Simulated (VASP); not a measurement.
# GaN (P6_3mc) in VASP: notebook

The runs below take GaN through single point, relaxation of cell and atoms, with PBE.

Program: VASP 6.6.1. These are calculated values, not measurements. Logs are shortened: lines on timing, memory, paths and dates and some standing lists are left out, and cuts for length are marked.

## (1) The cell of the first run

It takes space group P6_3mc (No. 186, hexagonal). Conventional cell: a = 3.189 Å, b = 3.189 Å, c = 5.192 Å, α = 90.00°, β = 90.00°, γ = 120.00°. Within 2.6 Å of Ga (site symmetry 3m) lie 4 N at 1.95 to 1.96 Å. Within 2.6 Å of N (site symmetry 3m) lie 4 Ga at 1.95 to 1.96 Å.

## (2) Single point, PBE

Contents of INCAR:

```
SYSTEM = GaN
ALGO = Normal
EDIFF = 1E-6
ENCUT = 600
GGA = PE
GGA_COMPAT = .FALSE.
ISIF = 2
ISMEAR = 0
LASPH = .TRUE.
LCHARG = .FALSE.
LREAL = .FALSE.
LWAVE = .FALSE.
NBANDS = 26
NELM = 120
PREC = Accurate
SIGMA = 0.1
```

Contents of KPOINTS:

```
k-points
0
G
  6 6 4
  0 0 0
```

Contents of POSCAR:

```
GaN
1.0
    3.1889305100      0.0000000000      0.0000000000
   -1.5944652600      2.7616946700      0.0000000000
    0.0000000000      0.0000000000      5.1923570600
Ga N
2 2
Direct
    0.6666666900      0.3333333400      0.4990837000
    0.3333333400      0.6666666900      0.9990837000
    0.6666666900      0.3333333400      0.8759163000
    0.3333333400      0.6666666900      0.3759163000
```

Potentials or basis: VASP PAW PBE potentials, release 64 (Ga_d, N).

Launch:

```sh
$ cat potpaw_PBE.64/Ga_d/POTCAR potpaw_PBE.64/N/POTCAR > POTCAR
$ mpirun -np 1 vasp_std > vasp.out
```

OUTCAR:

```text
SYSTEM = GaN
   EDIFF = 1E-6
   ENCUT = 600
   GGA = PE
   ISIF = 2
   ISMEAR = 0
   LASPH = .TRUE.
   LREAL = .FALSE.
   NELM = 120
   PREC = Accurate

 ion  position               nearest neighbor table
   1  0.667  0.333  0.499-   4 1.95   4 1.95   4 1.95   3 1.96
   2  0.333  0.667  0.999-   3 1.95   3 1.95   3 1.95   4 1.96
   3  0.667  0.333  0.876-   2 1.95   2 1.95   2 1.95   1 1.96
   4  0.333  0.667  0.376-   1 1.95   1 1.95   1 1.95   2 1.96

  LATTYP: Found a hexagonal cell.
 ALAT       =     3.1889305100
 C/A-ratio  =     1.6282440284

  Lattice vectors:

 A1 = (   3.1889305100,   0.0000000000,   0.0000000000)
 A2 = (  -1.5944652600,   2.7616946700,   0.0000000000)
 A3 = (   0.0000000000,   0.0000000000,   5.1923570600)

Analysis of symmetry for initial positions (statically):
=====================================================================
 Subroutine PRICEL returns:
 Original cell was already a primitive cell.

 Routine SETGRP: Setting up the symmetry group for a
 hexagonal supercell.

 Subroutine GETGRP returns: Found 12 space group operations
 (whereof  6 operations were pure point group operations)
 out of a pool of 24 trial point group operations.

The static configuration has the point symmetry C_3v.
 The point group associated with its full space group is C_6v.

Analysis of symmetry for dynamics (positions and initial velocities):
=====================================================================
 Subroutine PRICEL returns:
 Original cell was already a primitive cell.

 Routine SETGRP: Setting up the symmetry group for a
 hexagonal supercell.

 Subroutine GETGRP returns: Found 12 space group operations
 (whereof  6 operations were pure point group operations)
 out of a pool of 24 trial point group operations.

The dynamic configuration has the point symmetry C_3v.
 The point group associated with its full space group is C_6v.

 Subroutine INISYM returns: Found 12 space group operations
 (whereof  6 operations are pure point group operations),
 and found     1 'primitive' translations

----------------------------------------------------------------------------------------

                                     Primitive cell

  volume of cell :      45.7283

  direct lattice vectors                    reciprocal lattice vectors
     3.188930510  0.000000000  0.000000000     0.313584757  0.181048255  0.000000000
    -1.594465260  2.761694670  0.000000000     0.000000000  0.362096509  0.000000000
     0.000000000  0.000000000  5.192357060     0.000000000  0.000000000  0.192590761

  length of vectors
     3.188930510  3.188930372  5.192357060     0.362096494  0.362096509  0.192590761

  position of ions in fractional coordinates (direct lattice)
     0.666666690  0.333333340  0.499083700
     0.333333340  0.666666690  0.999083700
     0.666666690  0.333333340  0.875916300
     0.333333340  0.666666690  0.375916300

  ion indices of the primitive-cell ions
   primitive index   ion index
                 1           1
                 2           2
                 3           3
                 4           4

----------------------------------------------------------------------------------------

 KPOINTS: k-points

Automatic generation of k-mesh.
 Grid dimensions read from file:
 generate k-points for:    6    6    4

 Generating k-lattice:

  Cartesian coordinates                     Fractional coordinates (reciprocal lattice)
     0.052264126  0.030174709  0.000000000     0.166666667 -0.000000000  0.000000000
     0.000000000  0.060349418  0.000000000     0.000000000  0.166666667  0.000000000
     0.000000000  0.000000000  0.048147690     0.000000000  0.000000000  0.250000000

  Length of vectors
     0.060349416  0.060349418  0.048147690

  Shift w.r.t. Gamma in fractional coordinates (k-lattice)
     0.000000000  0.000000000  0.000000000

 Subroutine IBZKPT returns following result:
 ===========================================

 Found     21 irreducible k-points:

 Following reciprocal coordinates:
            Coordinates               Weight
  0.000000  0.000000  0.000000      1.000000
  0.166667  0.000000  0.000000      6.000000
  0.333333 -0.000000  0.000000      6.000000
  0.500000  0.000000  0.000000      3.000000
  0.166667  0.166667  0.000000      6.000000
  0.333333  0.166667  0.000000     12.000000
[... 13 lines left out ...]
  0.333333  0.166667  0.500000     12.000000
  0.333333  0.333333  0.500000      2.000000
   k-points           NKPTS =     21   k-points in BZ     NKDIM =     21   number of bands    NBANDS=     26
   number of dos      NEDOS =    301   number of ions     NIONS =      4
   total plane-waves  NPLWV =  32928
   dimension x,y,z NGX =    28 NGY =   28 NGZ =   42
   dimension x,y,z NGXF=    56 NGYF=   56 NGZF=   84
   ions per type =               2   2
   NGX,Y,Z   is equivalent  to a cutoff of  14.60, 14.60, 13.45 a.u.
   NGXF,Y,Z  is equivalent  to a cutoff of  29.19, 29.19, 26.89 a.u.
 SYSTEM =  GaN
   PREC   = accura    normal or accurate (medium, high low for compatibility)
   ISTART =      0    job   : 0-new  1-cont  2-samecut
   ICHARG =      2    charge: 1-file 2-atom 10-const
   ISPIN  =      1    spin polarized calculation?
   LNONCOLLINEAR =      F non collinear calculations
   LSORBIT =      F    spin-orbit coupling
   LASPH  =      T    aspherical Exc in radial PAW
   ENCUT  =  600.0 eV  44.10 Ry    6.64 a.u.   6.37  6.37 10.37*2*pi/ulx,y,z
   NELM   =    120;   NELMIN=  2; NELMDL= -5     # of ELM steps
   EDIFF  = 0.1E-05   stopping-criterion for ELM
   LREAL  =      F    real-space projection
[... 7 lines left out ...]
   TEBEG  =    0.0;   TEEND  =   0.0 temperature during run
   PSTRESS=    0.0 pullay stress
   NELECT =      36.0000    total number of electrons
   NUPDOWN=      -1.0000    fix difference up-down
   EMIN   =  10.00;   EMAX   =-10.00  energy-range for DOS
   EFERMI =   0.00;   METHOD = LEGACY
   ISMEAR =     0;   SIGMA  =   0.10  broadening in eV -4-tet -1-fermi 0-gaus
   EFERMI_NEDOS =   21; number of points for ismear=-14 and -15
   IALGO  =     38    algorithm
   IMIX   =      4    mixing-type and parameters
     AMIX     =   0.40;   BMIX     =  1.00
     AMIX_MAG =   1.60;   BMIX_MAG =  1.00
  volume/ion in A,a.u.               =      11.43        77.15
  Fermi-wavevector in a.u.,A,eV,Ry     =   1.511636  2.856578 31.089905  2.285044
  Thomas-Fermi vector in A             =   2.621667
   LORBIT       =      0    0 simple, 1 ext, 2 COOP (PROOUT), +10 PAW based schemes
   GGA     = PE    functional components
   LHFCALC =     F    Hartree Fock is set to
   AEXX    =    0.0000 exact exchange contribution
   IVDW    =     0    specifies the selected vdW correction
   LEPSILON=     F    determine dielectric tensor
   LRPA    =     F    only Hartree local field effects (RPA)
 non-spin polarized calculation
 Gauss-broadening in eV      SIGMA  =   0.10
  energy-cutoff  :      600.00
  volume of cell :       45.73
 maximum number of plane-waves:      1550
 NGX is ok and might be reduce to    28
   NGX = 13   NGY = 13   NGZ = 21

 number of electron      35.9999997 magnetization

 Free energy of the ion-electron system (eV)
  ---------------------------------------------------
  ext. energy  EPLUGINS =         0.00000000
  ---------------------------------------------------
  free energy    TOTEN  =       -24.30452970 eV

  energy without entropy =      -24.30452970  energy(sigma->0) =      -24.30452970

 E-fermi :   5.7583     XC(G=0): -11.6641

 val. band max:        5.3103781112   @ k =   0.0000   0.0000   0.0000
 cond. band min:       7.2164995967   @ k =   0.0000   0.0000   0.0000
 fundamental gap:      1.9061214855
 Fermi energy:         5.7582695480

 k-point     1 :       0.0000    0.0000    0.0000
  band No.  band energies     occupation
      1     -10.6616      2.00000
      2      -9.7445      2.00000
      3      -8.1287      2.00000
      4      -8.1136      2.00000
      5      -8.1136      2.00000
      6      -8.0525      2.00000
[... 18 lines left out ...]
     25      17.0055      0.00000
     26      17.0055      0.00000

 k-point     2 :       0.1667    0.0000    0.0000
  band No.  band energies     occupation
      1     -10.4070      2.00000
      2      -9.6829      2.00000
      3      -8.0987      2.00000
      4      -8.0790      2.00000
      5      -8.0342      2.00000
      6      -8.0040      2.00000
[... 18 lines left out ...]
     25      16.6786      0.00000
     26      17.5218      0.00000

 k-point     3 :       0.3333   -0.0000    0.0000
  band No.  band energies     occupation
      1      -9.9383      2.00000
      2      -9.5996      2.00000
      3      -8.0611      2.00000
      4      -8.0423      2.00000
      5      -7.9604      2.00000
      6      -7.9017      2.00000
[... 18 lines left out ...]
     25      16.9123      0.00000
     26      18.5407      0.00000

 k-point     4 :       0.5000    0.0000    0.0000
  band No.  band energies     occupation
      1      -9.7545      2.00000
      2      -9.5773      2.00000
      3      -8.0643      2.00000
      4      -8.0399      2.00000
      5      -7.9432      2.00000
      6      -7.9019      2.00000
[... 18 lines left out ...]
     25      17.7467      0.00000
     26      18.6125      0.00000

 k-point     5 :       0.1667    0.1667    0.0000
  band No.  band energies     occupation
      1     -10.0447      2.00000
      2      -9.6158      2.00000
      3      -8.0663      2.00000
      4      -8.0428      2.00000
      5      -7.9760      2.00000
      6      -7.9512      2.00000
[... 18 lines left out ...]
     25      16.3393      0.00000
     26      18.6145      0.00000

 k-point     6 :       0.3333    0.1667    0.0000
  band No.  band energies     occupation
      1      -9.7438      2.00000
      2      -9.5821      2.00000
      3      -8.0864      2.00000
      4      -8.0042      2.00000
      5      -7.9151      2.00000
      6      -7.9012      2.00000
[... 340 lines left out ...]
 k-point    18 :       0.5000    0.0000    0.5000
  band No.  band energies     occupation
      1      -9.6145      2.00000
      2      -9.6145      2.00000
      3      -8.0657      2.00000
      4      -8.0657      2.00000
      5      -7.9427      2.00000
      6      -7.9427      2.00000
[... 18 lines left out ...]
     25      17.5335      0.00000
     26      17.5335      0.00000

 k-point    19 :       0.1667    0.1667    0.5000
  band No.  band energies     occupation
      1      -9.7467      2.00000
      2      -9.7467      2.00000
      3      -8.0283      2.00000
      4      -8.0283      2.00000
      5      -8.0028      2.00000
      6      -8.0028      2.00000
[... 18 lines left out ...]
     25      17.0640      0.00000
     26      17.0640      0.00000

 k-point    20 :       0.3333    0.1667    0.5000
  band No.  band energies     occupation
      1      -9.6098      2.00000
      2      -9.6098      2.00000
      3      -8.0306      2.00000
      4      -8.0306      2.00000
      5      -7.9626      2.00000
      6      -7.9626      2.00000
[... 18 lines left out ...]
     25      17.7330      0.00000
     26      17.7330      0.00000

 k-point    21 :       0.3333    0.3333    0.5000
  band No.  band energies     occupation
      1      -9.5724      2.00000
      2      -9.5724      2.00000
      3      -7.9941      2.00000
      4      -7.9941      2.00000
      5      -7.9782      2.00000
      6      -7.9782      2.00000
[... 18 lines left out ...]
     25      19.3104      0.00000
     26      19.3136      0.00000

------------------------ aborting loop because EDIFF is reached ----------------------------------------

  FORCE on cell =-STRESS in cart. coord.  units (eV):
  Direction    XX          YY          ZZ          XY          YZ          ZX
  --------------------------------------------------------------------------------------
  -------------------------------------------------------------------------------------
  Total        1.4443581      1.4443579      1.4677360     -0.0000000      0.0000000      0.0000000
  in kB       50.6057876     50.6057817     51.4248772     -0.0000001      0.0000000      0.0000000
  external PRESSURE =      50.8788155 kB  Pullay stress =       0.0000000 kB

 VOLUME and BASIS-vectors are now :
 -----------------------------------------------------------------------------
  energy-cutoff  :      600.00
  volume of cell :       45.73
      direct lattice vectors                 reciprocal lattice vectors
     3.188930510  0.000000000  0.000000000     0.313584757  0.181048255  0.000000000
    -1.594465260  2.761694670  0.000000000     0.000000000  0.362096509  0.000000000
     0.000000000  0.000000000  5.192357060     0.000000000  0.000000000  0.192590761

 POSITION                                       TOTAL-FORCE (eV/Angst)
 -----------------------------------------------------------------------------------
      1.59447      0.92056      2.59142         0.000000     -0.000000      0.005728
     -0.00000      1.84113      5.18760        -0.000000      0.000000      0.005728
      1.59447      0.92056      4.54807        -0.000000      0.000000     -0.005728
     -0.00000      1.84113      1.95189         0.000000      0.000000     -0.005728
 -----------------------------------------------------------------------------------
    total drift:                               -0.000049     -0.000017     -0.000498

  FREE ENERGIE OF THE ION-ELECTRON SYSTEM (eV)
  ---------------------------------------------------
  free  energy   TOTEN  =       -24.3045297036 eV

  energy  without entropy=      -24.3045297036  energy(sigma->0) =      -24.30452970
```

Wall time 44 s (1 thread of Intel Xeon Platinum 8259CL at 2.50GHz (Skylake/Cascade Lake), shared host); peak memory 0.18 GiB.

What came out:

| Item | Value |
| --- | --- |
| Free energy | -24.3045 eV |
| Pressure | 5.1 GPa |
| Largest force | 0.006 eV/Å |
| Band gap on the k mesh | 1.91 eV, direct |

Forces in eV/Å, atoms in the order of the input:
```
Ga   0.000  0.000  0.006
Ga   0.000  0.000  0.006
N    0.000  0.000 -0.006
N    0.000  0.000 -0.006
```

PBE gaps usually lie below the measured ones, often by a third to a half.

## (3) Single point, PBE

This run uses another cell than the first one, of 11.74 Å³/atom, 1.027 times its volume.

Contents of INCAR:

```
SYSTEM = GaN
PREC = Accurate
ENCUT = 600
EDIFF = 1E-6
ISMEAR = 0
SIGMA = 0.1
LREAL = .False.
LASPH = .True.
NELM = 120
ALGO = Normal
ISIF = 2
LWAVE = .False.
LCHARG = .True.
GGA = PE
LELF = .True.
LVHAR = .True.
NBANDS = 26
GGA_COMPAT = .False.
```

Contents of KPOINTS:

```
Automatic mesh
0
Gamma
  6 6 4
  0 0 0
```

Contents of POSCAR:

```
GaN
1.0
    3.2173977026      0.0000000029      0.0000000000
   -1.6086988538      2.7863481430      0.0000000000
    0.0000000000      0.0000000000      5.2394066040
Ga N
2 2
Direct
    0.6666666667      0.3333333333      0.4991155899
    0.3333333333      0.6666666667      0.9991155899
    0.6666666667      0.3333333333      0.8758844101
    0.3333333333      0.6666666667      0.3758844101
```

Potentials or basis: VASP PAW PBE potentials, release 64 (Ga_d, N).

Launch:

```sh
$ cat potpaw_PBE.64/Ga_d/POTCAR potpaw_PBE.64/N/POTCAR > POTCAR
$ mpirun -np 1 vasp_std > vasp.out
```

Run time: 42 s. Hardware: 1 thread of Intel Xeon Platinum 8259CL at 2.50GHz (Skylake/Cascade Lake), shared host; peak memory 0.18 GiB.

The run converged. Its results:

- Free energy: -24.3260 eV
- Pressure: 0.2 GPa
- Band gap on the k mesh: 1.73 eV, direct

Stress tensor (GPa, compression positive):
```
0.14 0.00 0.00
0.00 0.14 0.00
0.00 0.00 0.23
```

Levels at points of the mesh, in eV from the valence-band top:
```
           k point  band 16  band 17  band 18  band 19  band 20  band 21
(0.00, 0.00, 0.00)    -0.03     0.00     0.00     1.73     4.07     9.03
(0.50, 0.00, 0.00)    -2.64    -2.12    -0.96     4.98     5.38     5.98
(0.00, 0.00, 0.50)    -0.51    -0.51    -0.51     4.07     4.07     8.32
(0.50, 0.00, 0.50)    -1.87    -1.83    -1.83     4.31     4.31     7.58
```

Expect the measured gap to be larger: semilocal functionals such as PBE lack the derivative discontinuity.

## (4) Relaxation of cell and atoms, PBE

Contents of INCAR:

```
PREC = Accurate
ENCUT = 600
EDIFF = 1E-7
ISMEAR = 0
SIGMA = 0.1
LREAL = F
LASPH = T
NELM = 120
ALGO = Normal
ISIF = 3
LWAVE = F
LCHARG = F
GGA = PE
IBRION = 2
NSW = 60
EDIFFG = -0.04
GGA_COMPAT = F
NELMIN = 4
```

Contents of KPOINTS:

```
Automatic mesh
0
Gamma
  6 6 4
```

Contents of POSCAR:

```
GaN
1.0
    3.1889305100      0.0000000000      0.0000000000
   -1.5944652600      2.7616946700      0.0000000000
    0.0000000000      0.0000000000      5.1923570600
Ga N
2 2
Direct
    0.6666666900      0.3333333400      0.4990837000
    0.3333333400      0.6666666900      0.9990837000
    0.6666666900      0.3333333400      0.8759163000
    0.3333333400      0.6666666900      0.3759163000
```

Launch:

```sh
$ cat potpaw_PBE.64/Ga_d/POTCAR potpaw_PBE.64/N/POTCAR > POTCAR
$ mpirun -np 1 vasp_std > vasp.out
```

It took 2.2 min on 1 thread of Intel Xeon Platinum 8259CL at 2.50GHz (Skylake/Cascade Lake), shared host; peak memory 0.19 GiB.

It converged, with:

```yaml
Free_energy: -24.3243 eV
Relaxed_volume: 11.76 Å³/atom
Relaxed_cell: a = 3.219 Å, b = 3.219 Å, c = 5.241 Å, α = 90.00°, β = 90.00°, γ = 120.00°
Space_group_after_relaxing_to_0.05_Å: P6_3mc (No. 186)
Energy_gained_by_relaxing: 4.9 meV/atom
Ionic_steps: 3
Pressure_after_relaxing: 0.0 GPa
Band_gap_on_the_k_mesh: 1.72 eV, direct
```

Stress tensor (GPa, compression positive):
```
-0.04  0.00  0.00
 0.00 -0.04  0.00
 0.00  0.00  0.05
```

The path:
```csv
step,energy change (eV),largest force (eV/Å),pressure (GPa),volume (Å³)
1,0.0000,0.0058,5.04,45.73
2,-0.0058,0.0057,-3.85,48.15
3,-0.0197,0.0007,-0.01,47.02
```

Final structure:
```xyz
4
Lattice="3.2185 0.0000 0.0000 -1.6093 2.7873 0.0000 0.0000 0.0000 5.2413" Properties=species:S:1:pos:R:3 pbc="T T T"
Ga    1.6093    0.9291    2.6160
Ga    0.0000    1.8582    5.2367
N     1.6093    0.9291    4.5908
N     0.0000    1.8582    1.9702
```

Levels at points of the mesh, in eV from the valence-band top:
```tsv
k point	band 15	band 16	band 17	band 18	band 19	band 20	band 21	band 22
(0.00, 0.00, 0.00)	-1.00	-0.03	0.00	0.00	1.72	4.06	9.03	9.72
(0.50, 0.00, 0.00)	-4.07	-2.64	-2.12	-0.96	4.98	5.37	5.98	8.35
(0.00, 0.00, 0.50)	-0.51	-0.51	-0.51	-0.51	4.06	4.06	8.31	8.31
(0.50, 0.00, 0.50)	-1.87	-1.87	-1.83	-1.83	4.31	4.31	7.58	7.58
```

As with any semilocal functional, this PBE gap is likely too small.

## (5) Overview

| task | cell | gap on the mesh (eV) | pressure (GPa) |
| --- | --- | --- | --- |
| single point | a = 3.189, b = 3.189, c = 5.192 Å, angles 90.0, 90.0, 120.0°, 4 atoms | 1.91 | 5.1 |
| single point | a = 3.217, b = 3.217, c = 5.239 Å, angles 90.0, 90.0, 120.0°, 4 atoms | 1.73 | 0.2 |
| relaxation of cell and atoms | relaxed from a = 3.189, b = 3.189, c = 5.192 Å, angles 90.0, 90.0, 120.0°, 4 atoms | 1.72 | 0.0 |

Alike in all rows: level PBE; potentials or basis VASP PAW PBE potentials, release 64 (Ga_d, N); no spin polarisation; k mesh 6 × 6 × 4; cutoff (eV) 600; smearing gaussian 0.1 eV.

Absolute energies hang on the potentials; compare differences alone.
